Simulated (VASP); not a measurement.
Write the native input for VASP 6.6.1 that does the following.

```yaml
Task: relaxation of cell and atoms
Functional: PBE
Potentials_or_basis: VASP PAW PBE potentials, release 64 (Zr_sv, F)
Cutoff: 600 eV
k_mesh: 6 × 6 × 6
Occupations: gaussian, width 0.1 eV
Spin: no spin polarisation
Dipole_correction: no
Further_INCAR_settings: ALGO = Normal; EDIFF = 1e-07; IBRION = 2; EDIFFG = -0.04; NSW = 90; ISIF = 3
```

The structure of ZrF2 lies in POSCAR:

```
ZrF2
1.0
   -2.1698500400      2.1698500400      3.2061999900
    2.1698500400     -2.1698500400      3.2061999900
    2.1698500400      2.1698500400     -3.2061999900
Zr F
2 4
Direct
    0.2500000000      0.7500000000      0.5000000000
    0.5000000000      0.5000000000      0.0000000000
    0.3750000000      0.1250000000      0.2500000000
    0.8750000000      0.1250000000      0.7500000000
    0.8750000000      0.1250000000      0.2500000000
    0.8750000000      0.6250000000      0.7500000000
```

The cell was built from a structure type or drawn by symmetry, and may not be a known phase.

These files were run (other wordings do the same):

INCAR

```
SYSTEM = ZrF2
PREC     = Accurate       ! precision mode
ENCUT    = 600            ! plane-wave cutoff, eV
EDIFF    = 1E-7           ! SCF threshold, eV
ISMEAR   = 0              ! smearing method
SIGMA    = 0.1            ! smearing width, eV
LREAL    = .FALSE.        ! projectors in reciprocal space
LASPH    = .TRUE.         ! aspherical terms in the spheres
NELM     = 100            ! most SCF steps
ALGO     = Normal         ! electronic algorithm
ISIF     = 3              ! what is computed and relaxed
LWAVE    = .FALSE.        ! write WAVECAR
LCHARG   = .FALSE.        ! write CHGCAR
GGA      = PE             ! functional
IBRION   = 2              ! ionic algorithm
NSW      = 90             ! ionic steps
EDIFFG   = -0.04          ! ionic threshold
```

KPOINTS

```
Automatic mesh
0
G
  6 6 6
  0 0 0
```

Potentials or basis: VASP PAW PBE potentials, release 64 (Zr_sv, F).

Launch:

```console
$ cat potpaw_PBE.64/Zr_sv/POTCAR potpaw_PBE.64/F/POTCAR > POTCAR
$ mpirun -np 1 vasp_std > vasp.out
```

It gave:

```yaml
Relaxed_volume: 12.00 Å³/atom
Relaxed_cell: a = 5.293 Å, b = 5.293 Å, c = 5.293 Å, α = 135.42°, β = 135.42°, γ = 64.87°
Space_group_after_relaxing_to_0.1_Å: I4_1/amd (No. 141)
Energy_gained_by_relaxing: 364.2 meV/atom
Ionic_steps: 14
Pressure_after_relaxing: 0.0 GPa
Band_gap_on_the_k_mesh: zero (bands 26 and 27 overlap by 0.24 eV)
```

Caveat: the volume moved by over 15 % at a fixed basis, so the end points are rough.

Run time: 6.7 min on 1 thread of Intel(R) Xeon(R) 6975P-C (Granite Rapids), on a shared host, peak memory 0.24 GiB.
